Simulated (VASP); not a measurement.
A run of VASP 6.6.1 is set up as follows.

The input INCAR:

```
PREC = Accurate ; ENCUT = 520
EDIFF = 1E-7 ; ISMEAR = 0
SIGMA = 0.1 ; LREAL = F
LASPH = T ; NELM = 150
ALGO = Normal ; ISIF = 2
LWAVE = F ; LCHARG = F
ISPIN = 2 ; MAGMOM = 1.51 0.12
LORBIT = 11 ; NUPDOWN = 1.5
LMAXMIX = 4 ; GGA = PS
NBANDS = 18
```

KPOINTS

```
Automatic mesh
0
Gamma
  16 16 16
```

File POSCAR:

```
CoO
1.0
    2.5724609762      0.0000000000      0.0000000000
    0.0000000000      2.5724609762      0.0000000000
    0.0000000000      0.0000000000      2.5724609762
Co O
1 1
Direct
    0.0000000000      0.0000000000      0.0000000000
    0.5000000000      0.5000000000      0.5000000000
```

Potentials or basis: VASP PAW PBE potentials, release 64 (Co, O).

Launch:

```bash
$ cat potpaw_PBE.64/Co/POTCAR potpaw_PBE.64/O/POTCAR > POTCAR
$ mpirun -np 1 vasp_std > vasp.out
```

(1) What does it give for the pressure?

Results:

(1) -11.9 GPa.

Caveat: the PAW data sets were made with another functional, which shifts forces and pressure a little; the total moment is fixed, so each spin has its own Fermi level; a cell with one magnetic atom can't hold antiferromagnetic order, which such compounds often take.
